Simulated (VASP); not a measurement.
# KF (I4mm) in VASP: notebook

KF is run at these levels: r2SCAN; tasks: single point.

All numbers are computed with VASP 6.6.1; they aren't measurements. Logs are shortened: lines on timing, memory, paths and dates and some standing lists are left out, and cuts for length are marked.

## Step 1: The cell of the first run

Symmetry: I4mm, No. 107, tetragonal system. Conventional cell: a = 3.781 Å, b = 3.781 Å, c = 5.347 Å, α = 90.00°, β = 90.00°, γ = 90.00°. Within 3.3 Å of K (site symmetry 4mm) lie 6 F at 2.47 to 2.87 Å. Within 3.3 Å of F (site symmetry 4mm) lie 6 K at 2.47 to 2.87 Å.

## Step 2: Single point, r2SCAN (all K atoms moved -0.200 Å, as atom 1 along Cartesian [1 0 0])

Contents of POSCAR:

```
KF
1.0
    0.0000000000      2.6735000000      2.6735000000
    2.6735000000      0.0000000000      2.6735000000
    2.6735000000      2.6735000000      0.0000000000
K F
1 1
Direct
    0.0374041519     -0.0374041519     -0.0374041519
    0.5000000000      0.5000000000      0.5000000000
```

Contents of INCAR.step1:

```
SYSTEM = KF
PREC = Accurate
ENCUT = 520
ISMEAR = 0
SIGMA = 0.05
LREAL = .False.
LASPH = .True.
NELM = 100
NBANDS = 15
GGA = PE
ALGO = Normal
EDIFF = 1E-4
LWAVE = .True.
LCHARG = .False.
```

Contents of INCAR.step2:

```
SYSTEM = KF
PREC = Accurate
ENCUT = 520
EDIFF = 1E-7
ISMEAR = 0
SIGMA = 0.05
LREAL = .False.
LASPH = .True.
NELM = 100
ALGO = Normal
ISIF = 2
LWAVE = .False.
LCHARG = .True.
METAGGA = R2SCAN
LMIXTAU = .True.
LELF = .True.
LVHAR = .True.
NBANDS = 15
ISTART = 1
```

Contents of KPOINTS:

```
regular mesh
0
Gamma
  8 8 8
  0 0 0
```

Potentials or basis: VASP PAW PBE potentials, release 64 (K_sv, F).

Started as:

```sh
$ cat potpaw_PBE.64/K_sv/POTCAR potpaw_PBE.64/F/POTCAR > POTCAR
$ cp INCAR.step1 INCAR
$ mpirun -np 1 vasp_std > vasp.out
$ cp INCAR.step2 INCAR
$ mpirun -np 1 vasp_std > vasp.out
```

OUTCAR:

```text
SYSTEM = KF
   PREC = Accurate
   ENCUT = 520
   EDIFF = 1E-7
   ISMEAR = 0
   LREAL = .False.
   LASPH = .True.
   NELM = 100
   ISIF = 2
   METAGGA = R2SCAN
   ISTART = 1

 ion  position               nearest neighbor table
   1  0.037  0.963  0.963-   2 2.47   2 2.68   2 2.68   2 2.68   2 2.68
   2  0.500  0.500  0.500-   1 2.47   1 2.68   1 2.68   1 2.68   1 2.68

  LATTYP: Found a face centered cubic cell.
 ALAT       =     5.3470000000

  Lattice vectors:

 A1 = (   0.0000000000,   2.6735000000,   2.6735000000)
 A2 = (   2.6735000000,   0.0000000000,   2.6735000000)
 A3 = (   2.6735000000,   2.6735000000,   0.0000000000)

Analysis of symmetry for initial positions (statically):
=====================================================================
 Subroutine PRICEL returns:
 Original cell was already a primitive cell.

 Routine SETGRP: Setting up the symmetry group for a
 face centered cubic supercell.

 Subroutine GETGRP returns: Found  8 space group operations
 (whereof  8 operations were pure point group operations)
 out of a pool of 48 trial point group operations.

The static configuration has the point symmetry C_4v.

Analysis of symmetry for dynamics (positions and initial velocities):
=====================================================================
 Subroutine PRICEL returns:
 Original cell was already a primitive cell.

 Routine SETGRP: Setting up the symmetry group for a
 face centered cubic supercell.

 Subroutine GETGRP returns: Found  8 space group operations
 (whereof  8 operations were pure point group operations)
 out of a pool of 48 trial point group operations.

The dynamic configuration has the point symmetry C_4v.

 Subroutine INISYM returns: Found  8 space group operations
 (whereof  8 operations are pure point group operations),
 and found     1 'primitive' translations

----------------------------------------------------------------------------------------

                                     Primitive cell

  volume of cell :      38.2182

  direct lattice vectors                    reciprocal lattice vectors
     0.000000000  2.673500000  2.673500000    -0.187020759  0.187020759  0.187020759
     2.673500000  0.000000000  2.673500000     0.187020759 -0.187020759  0.187020759
     2.673500000  2.673500000  0.000000000     0.187020759  0.187020759 -0.187020759

  length of vectors
     3.780899959  3.780899959  3.780899959     0.323929457  0.323929457  0.323929457

  position of ions in fractional coordinates (direct lattice)
     0.037404152  0.962595848  0.962595848
     0.500000000  0.500000000  0.500000000

  ion indices of the primitive-cell ions
   primitive index   ion index
                 1           1
                 2           2

----------------------------------------------------------------------------------------

 KPOINTS: regular mesh

Automatic generation of k-mesh.
 Grid dimensions read from file:
 generate k-points for:    8    8    8

 Generating k-lattice:

  Cartesian coordinates                     Fractional coordinates (reciprocal lattice)
    -0.023377595  0.023377595  0.023377595     0.125000000  0.000000000  0.000000000
     0.023377595 -0.023377595  0.023377595     0.000000000  0.125000000  0.000000000
     0.023377595  0.023377595 -0.023377595     0.000000000  0.000000000  0.125000000

  Length of vectors
     0.040491182  0.040491182  0.040491182

  Shift w.r.t. Gamma in fractional coordinates (k-lattice)
     0.000000000  0.000000000  0.000000000

 Subroutine IBZKPT returns following result:
 ===========================================

 Found     59 irreducible k-points:

 Following reciprocal coordinates:
            Coordinates               Weight
  0.000000  0.000000  0.000000      1.000000
  0.125000  0.000000  0.000000      8.000000
  0.250000  0.000000  0.000000      8.000000
  0.375000  0.000000  0.000000      8.000000
  0.500000  0.000000  0.000000      4.000000
  0.125000  0.125000  0.000000      4.000000
[... 16 lines left out ...]
  0.000000  0.375000  0.250000      8.000000
  0.500000  0.250000  0.000000     16.000000
 [... further k-points ...]
   k-points           NKPTS =     59   k-points in BZ     NKDIM =     59   number of bands    NBANDS=     15
   number of dos      NEDOS =    301   number of ions     NIONS =      2
   total plane-waves  NPLWV =  21952
   dimension x,y,z NGX =    28 NGY =   28 NGZ =   28
   dimension x,y,z NGXF=    56 NGYF=   56 NGZF=   56
   ions per type =               1   1
   NGX,Y,Z   is equivalent  to a cutoff of  12.31, 12.31, 12.31 a.u.
   NGXF,Y,Z  is equivalent  to a cutoff of  24.62, 24.62, 24.62 a.u.
 SYSTEM =  KF
   PREC   = accura    normal or accurate (medium, high low for compatibility)
   ISTART =      1    job   : 0-new  1-cont  2-samecut
   ICHARG =      0    charge: 1-file 2-atom 10-const
   ISPIN  =      1    spin polarized calculation?
   LNONCOLLINEAR =      F non collinear calculations
   LSORBIT =      F    spin-orbit coupling
   LASPH  =      T    aspherical Exc in radial PAW
   ENCUT  =  520.0 eV  38.22 Ry    6.18 a.u.   7.03  7.03  7.03*2*pi/ulx,y,z
   NELM   =    100;   NELMIN=  2; NELMDL=  0     # of ELM steps
   EDIFF  = 0.1E-06   stopping-criterion for ELM
   LREAL  =      F    real-space projection
   EDIFFG = 0.1E-05   stopping-criterion for IOM
   NSW    =      0    number of steps for IOM
   IBRION =     -1    ionic relax: 0-MD 1-quasi-New 2-CG
   NFREE  =      0    steps in history (QN), initial steepest desc. (CG)
   ISIF   =      2    stress and relaxation
   ISYM   =      2    0-nonsym 1-usesym 2-fastsym
   POTIM  = 0.5000    time-step for ionic-motion
   TEBEG  =    0.0;   TEEND  =   0.0 temperature during run
   PSTRESS=    0.0 pullay stress
   NELECT =      16.0000    total number of electrons
   NUPDOWN=      -1.0000    fix difference up-down
   EMIN   =  10.00;   EMAX   =-10.00  energy-range for DOS
   EFERMI =   0.00;   METHOD = LEGACY
   ISMEAR =     0;   SIGMA  =   0.05  broadening in eV -4-tet -1-fermi 0-gaus
   EFERMI_NEDOS =   21; number of points for ismear=-14 and -15
   IALGO  =     38    algorithm
   IMIX   =      4    mixing-type and parameters
     AMIX     =   0.40;   BMIX     =  1.00
     AMIX_MAG =   1.60;   BMIX_MAG =  1.00
  volume/ion in A,a.u.               =      19.11       128.95
  Fermi-wavevector in a.u.,A,eV,Ry     =   1.224686  2.314320 20.406766  1.499855
  Thomas-Fermi vector in A             =   2.359751
   LORBIT       =      0    0 simple, 1 ext, 2 COOP (PROOUT), +10 PAW based schemes
   METAGGA = R2SCAN    functional components
   LHFCALC =     F    Hartree Fock is set to
   AEXX    =    0.0000 exact exchange contribution
   IVDW    =     0    specifies the selected vdW correction
   LEPSILON=     F    determine dielectric tensor
   LRPA    =     F    only Hartree local field effects (RPA)
 non-spin polarized calculation
 Gauss-broadening in eV      SIGMA  =   0.05
  energy-cutoff  :      520.00
  volume of cell :       38.22
 maximum number of plane-waves:      1056
   NGX = 13   NGY = 13   NGZ = 13

 number of electron      16.0000001 magnetization

 Free energy of the ion-electron system (eV)
  ---------------------------------------------------
  ext. energy  EPLUGINS =         0.00000000
  ---------------------------------------------------
  free energy    TOTEN  =       -14.93564019 eV

  energy without entropy =      -14.93564019  energy(sigma->0) =      -14.93564019

 E-fermi :  -3.1390     XC(G=0):  -8.8802

 val. band max:       -3.3709578075   @ k =   0.0000   0.0000   0.0000
 cond. band min:       3.4517650140   @ k =   0.0000   0.0000   0.0000
 fundamental gap:      6.8227228216
 Fermi energy:        -3.1390024550

 k-point     1 :       0.0000    0.0000    0.0000
  band No.  band energies     occupation
      1     -30.4626      2.00000
      2     -23.1581      2.00000
      3     -12.9489      2.00000
      4     -12.9467      2.00000
      5     -12.9467      2.00000
      6      -3.3898      2.00000
      7      -3.3898      2.00000
      8      -3.3710      2.00000
      9       3.4518      0.00000
     10       8.1113      0.00000
     11       8.1749      0.00000
     12       8.1749      0.00000
     13       9.9651      0.00000
     14      10.0827      0.00000
     15      13.7972      0.00000

 k-point     2 :       0.1250    0.0000    0.0000
  band No.  band energies     occupation
      1     -30.4487      2.00000
      2     -23.1720      2.00000
      3     -12.9915      2.00000
      4     -12.9526      2.00000
      5     -12.9509      2.00000
      6      -3.5201      2.00000
      7      -3.4359      2.00000
      8      -3.4137      2.00000
      9       3.8813      0.00000
     10       7.8247      0.00000
     11       8.3476      0.00000
     12       8.3743      0.00000
     13      10.1152      0.00000
     14      10.2353      0.00000
     15      14.6208      0.00000

 k-point     3 :       0.2500    0.0000    0.0000
  band No.  band energies     occupation
      1     -30.4149      2.00000
      2     -23.2040      2.00000
      3     -13.0856      2.00000
      4     -12.9684      2.00000
      5     -12.9665      2.00000
      6      -3.7919      2.00000
      7      -3.5454      2.00000
      8      -3.5236      2.00000
      9       4.9549      0.00000
     10       7.3904      0.00000
     11       8.8625      0.00000
     12       8.8781      0.00000
     13      10.5652      0.00000
     14      10.6842      0.00000
     15      15.9040      0.00000
[... 343 lines left out ...]
 k-point    23 :       0.0000    0.3750    0.2500
  band No.  band energies     occupation
      1     -30.3751      2.00000
      2     -23.2122      2.00000
      3     -13.2167      2.00000
      4     -13.0919      2.00000
      5     -13.0801      2.00000
      6      -3.8021      2.00000
      7      -3.4913      2.00000
      8      -3.4647      2.00000
      9       6.1056      0.00000
     10       6.2415      0.00000
     11       9.6394      0.00000
     12      10.1785      0.00000
     13      10.8462      0.00000
     14      11.0905      0.00000
     15      15.4951      0.00000

 k-point    24 :       0.5000    0.2500    0.0000
  band No.  band energies     occupation
      1     -30.3567      2.00000
      2     -23.2183      2.00000
      3     -13.3087      2.00000
      4     -13.1294      2.00000
      5     -13.0685      2.00000
      6      -3.7996      2.00000
      7      -3.6221      2.00000
      8      -3.5353      2.00000
      9       6.3667      0.00000
     10       7.2372      0.00000
     11       9.1171      0.00000
     12      10.3957      0.00000
     13      11.7035      0.00000
     14      12.0634      0.00000
     15      13.3840      0.00000

 [... further k-points ...]

------------------------ aborting loop because EDIFF is reached ----------------------------------------

  FORCE on cell =-STRESS in cart. coord.  units (eV):
  Direction    XX          YY          ZZ          XY          YZ          ZX
  --------------------------------------------------------------------------------------
  -------------------------------------------------------------------------------------
  Total        0.3826741     -0.1688663     -0.1688663      0.0000000      0.0000000     -0.0000000
  in kB       16.0423905     -7.0791813     -7.0791813      0.0000000      0.0000000     -0.0000000
  external PRESSURE =       0.6280093 kB  Pullay stress =       0.0000000 kB

 VOLUME and BASIS-vectors are now :
 -----------------------------------------------------------------------------
  energy-cutoff  :      520.00
  volume of cell :       38.22
      direct lattice vectors                 reciprocal lattice vectors
     0.000000000  2.673500000  2.673500000    -0.187020759  0.187020759  0.187020759
     2.673500000  0.000000000  2.673500000     0.187020759 -0.187020759  0.187020759
     2.673500000  2.673500000  0.000000000     0.187020759  0.187020759 -0.187020759

 POSITION                                       TOTAL-FORCE (eV/Angst)
 -----------------------------------------------------------------------------------
      5.14700      2.67350      2.67350         0.404156      0.000000      0.000000
      2.67350      2.67350      2.67350        -0.404156      0.000000      0.000000
 -----------------------------------------------------------------------------------
    total drift:                                0.001110     -0.000000     -0.000000

  FREE ENERGIE OF THE ION-ELECTRON SYSTEM (eV)
  ---------------------------------------------------
  free  energy   TOTEN  =       -14.9356401904 eV

  energy  without entropy=      -14.9356401904  energy(sigma->0) =      -14.93564019
```

Run time: 1.7 min. Hardware: 1 thread of Intel Xeon Platinum 8488C (Sapphire Rapids), shared host; peak memory 0.18 GiB.

Results:

```yaml
Free_energy: -14.9356 eV
Pressure: 0.1 GPa
Largest_force: 0.404 eV/Å
Band_gap_on_the_k_mesh: 6.82 eV
```

Forces on the atoms (eV/Å):
```
K    0.404  0.000  0.000
F   -0.404  0.000  0.000
```

Caveat: the cell differs from its parent crystal (all K atoms moved -0.200 Å, as atom 1 along Cartesian [1 0 0]); the PAW data sets were made with another functional, which shifts forces and pressure a little. A k mesh can miss the band edges.

## Step 3: Single point, r2SCAN (all K atoms moved +0.150 Å, as atom 1 along Cartesian [1 0 0])

POSCAR: that of step 2 with these lines changed.

```diff
@@ -8,3 +8,3 @@
 Direct
-    0.0374041519     -0.0374041519     -0.0374041519
+   -0.0280531139      0.0280531139      0.0280531139
     0.5000000000      0.5000000000      0.5000000000
```

Contents of INCAR.step1:

```
SYSTEM = KF
PREC = Accurate ; ENCUT = 520
ISMEAR = 0 ; SIGMA = 0.05
LREAL = .False. ; LASPH = .True.
NELM = 100 ; NBANDS = 15
GGA = PE ; ALGO = Normal
EDIFF = 1E-4 ; LWAVE = .True.
LCHARG = .False.
```

Contents of INCAR.step2:

```
SYSTEM = KF
PREC = Accurate ; ENCUT = 520
EDIFF = 1E-7 ; ISMEAR = 0
SIGMA = 0.05 ; LREAL = .False.
LASPH = .True. ; NELM = 100
ALGO = Normal ; ISIF = 2
LWAVE = .False. ; LCHARG = .False.
METAGGA = R2SCAN ; LMIXTAU = .True.
NBANDS = 15 ; ISTART = 1
```

Contents of KPOINTS:

```
Automatic mesh
0
Gamma
  8 8 8
  0 0 0
```

Potentials or basis: VASP PAW PBE potentials, release 64 (K_sv, F).

Started as:

```sh
$ cat potpaw_PBE.64/K_sv/POTCAR potpaw_PBE.64/F/POTCAR > POTCAR
$ cp INCAR.step1 INCAR
$ mpirun -np 1 vasp_std > vasp.out
$ cp INCAR.step2 INCAR
$ mpirun -np 1 vasp_std > vasp.out
```

OUTCAR:

```text
SYSTEM = KF
   PREC = Accurate
   ENCUT = 520
   EDIFF = 1E-7
   ISMEAR = 0
   LREAL = .False.
   LASPH = .True.
   NELM = 100
   ISIF = 2
   METAGGA = R2SCAN
   ISTART = 1

 ion  position               nearest neighbor table
   1  0.972  0.028  0.028-   2 2.52   2 2.68   2 2.68   2 2.68   2 2.68   2 2.82
   2  0.500  0.500  0.500-   1 2.52   1 2.68   1 2.68   1 2.68   1 2.68   1 2.82

  LATTYP: Found a face centered cubic cell.
 ALAT       =     5.3470000000

  Lattice vectors:

[... 620 lines left out ...]

  FORCE on cell =-STRESS in cart. coord.  units (eV):
  Direction    XX          YY          ZZ          XY          YZ          ZX
  --------------------------------------------------------------------------------------
  -------------------------------------------------------------------------------------
  Total        0.1482698     -0.1575515     -0.1575515      0.0000000      0.0000000      0.0000000
  in kB        6.2157403     -6.6048457     -6.6048457      0.0000000      0.0000000      0.0000000
  external PRESSURE =      -2.3313170 kB  Pullay stress =       0.0000000 kB

 VOLUME and BASIS-vectors are now :
 -----------------------------------------------------------------------------
  energy-cutoff  :      520.00
  volume of cell :       38.22
      direct lattice vectors                 reciprocal lattice vectors
     0.000000000  2.673500000  2.673500000    -0.187020759  0.187020759  0.187020759
     2.673500000  0.000000000  2.673500000     0.187020759 -0.187020759  0.187020759
     2.673500000  2.673500000  0.000000000     0.187020759  0.187020759 -0.187020759

 POSITION                                       TOTAL-FORCE (eV/Angst)
 -----------------------------------------------------------------------------------
      0.15000      2.67350      2.67350        -0.280627      0.000000      0.000000
      2.67350      2.67350      2.67350         0.280627      0.000000      0.000000
 -----------------------------------------------------------------------------------
    total drift:                                0.000698      0.000000      0.000000

  FREE ENERGIE OF THE ION-ELECTRON SYSTEM (eV)
  ---------------------------------------------------
  free  energy   TOTEN  =       -14.9526352088 eV

  energy  without entropy=      -14.9526352088  energy(sigma->0) =      -14.95263521
```

It took 1.8 min on 1 thread of Intel Xeon Platinum 8488C (Sapphire Rapids), shared host; peak memory 0.18 GiB.

Results:

```yaml
Free_energy: -14.9526 eV
Pressure: -0.2 GPa
Largest_force: 0.281 eV/Å
Band_gap_on_the_k_mesh: 6.82 eV
```

Forces on the atoms (eV/Å):
```
K   -0.281  0.000  0.000
F    0.281  0.000  0.000
```

Caveat: the cell differs from its parent crystal (all K atoms moved +0.150 Å, as atom 1 along Cartesian [1 0 0]); the PAW data sets were made with another functional, which shifts forces and pressure a little. A k mesh can miss the band edges.

## Step 4: Single point, r2SCAN (all K atoms moved +0.175 Å, as atom 1 along Cartesian [1 0 0])

POSCAR: that of step 3 with these lines changed.

```diff
@@ -8,3 +8,3 @@
 Direct
-   -0.0280531139      0.0280531139      0.0280531139
+   -0.0327286329      0.0327286329      0.0327286329
     0.5000000000      0.5000000000      0.5000000000
```

Contents of INCAR.step1:

```
ALGO = Normal
EDIFF = 1E-4
ENCUT = 520
GGA = PE
ISMEAR = 0
LASPH = T
LCHARG = F
LREAL = F
LWAVE = T
NBANDS = 15
NELM = 100
PREC = Accurate
SIGMA = 0.05
```

Contents of INCAR.step2:

```
ALGO = Normal
EDIFF = 1E-6
ENCUT = 520
ISIF = 2
ISMEAR = 0
ISTART = 1
LASPH = T
LCHARG = F
LMIXTAU = T
LREAL = F
LWAVE = F
METAGGA = R2SCAN
NBANDS = 15
NELM = 100
PREC = Accurate
SIGMA = 0.05
```

Contents of KPOINTS:

```
k-points
0
Gamma
  8 8 8
```

Started as:

```sh
$ cat potpaw_PBE.64/K_sv/POTCAR potpaw_PBE.64/F/POTCAR > POTCAR
$ cp INCAR.step1 INCAR
$ mpirun -np 1 vasp_std > vasp.out
$ cp INCAR.step2 INCAR
$ mpirun -np 1 vasp_std > vasp.out
```

Wall time 94 s (1 thread of Intel Xeon Platinum 8488C (Sapphire Rapids), shared host); peak memory 0.18 GiB.

The run converged. Its results:

* Free energy: -14.9449 eV
* Pressure: -0.1 GPa
* Largest force: 0.339 eV/Å
* Band gap on the k mesh: 6.82 eV

Forces in eV/Å, atoms in the order of the input:
```
K   -0.339  0.000  0.000
F    0.339  0.000  0.000
```

Stress tensor (GPa, compression positive):
```
 1.07  0.00  0.00
 0.00 -0.68  0.00
 0.00  0.00 -0.68
```

Levels at points of the mesh, in eV from the valence-band top:
| k point | band 6 | band 7 | band 8 | band 9 | band 10 | band 11 |
| --- | --- | --- | --- | --- | --- | --- |
| (0.00, 0.00, 0.00) | -0.01 | -0.01 | 0.00 | 6.82 | 11.47 | 11.52 |
| (0.50, 0.00, 0.00) | -0.75 | -0.33 | -0.31 | 9.68 | 11.18 | 12.94 |
| (0.50, 0.50, 0.00) | -0.20 | -0.08 | -0.04 | 8.86 | 11.17 | 12.43 |
| (0.00, 0.50, 0.50) | -0.17 | -0.05 | -0.05 | 8.78 | 11.09 | 12.43 |

Caveat: the cell differs from its parent crystal (all K atoms moved +0.175 Å, as atom 1 along Cartesian [1 0 0]); the PAW data sets were made with another functional, which shifts forces and pressure a little.

## Step 5: Summary

| cell | gap on the mesh (eV) | pressure (GPa) | largest force (eV/Å) |
| --- | --- | --- | --- |
| as given, atomic positions A | 6.82 | 0.1 | 0.40 |
| as given, atomic positions B | 6.82 | -0.2 | 0.28 |
| as given, atomic positions C | 6.82 | -0.1 | 0.34 |

Alike in all rows: task single point; level r2SCAN; potentials or basis VASP PAW PBE potentials, release 64 (K_sv, F); no spin polarisation; k mesh 8 × 8 × 8; cutoff (eV) 520; smearing gaussian 0.05 eV.

Caveats: the PAW data sets were made with another functional, which shifts forces and pressure a little.

Absolute energies hang on the potentials; compare differences alone.
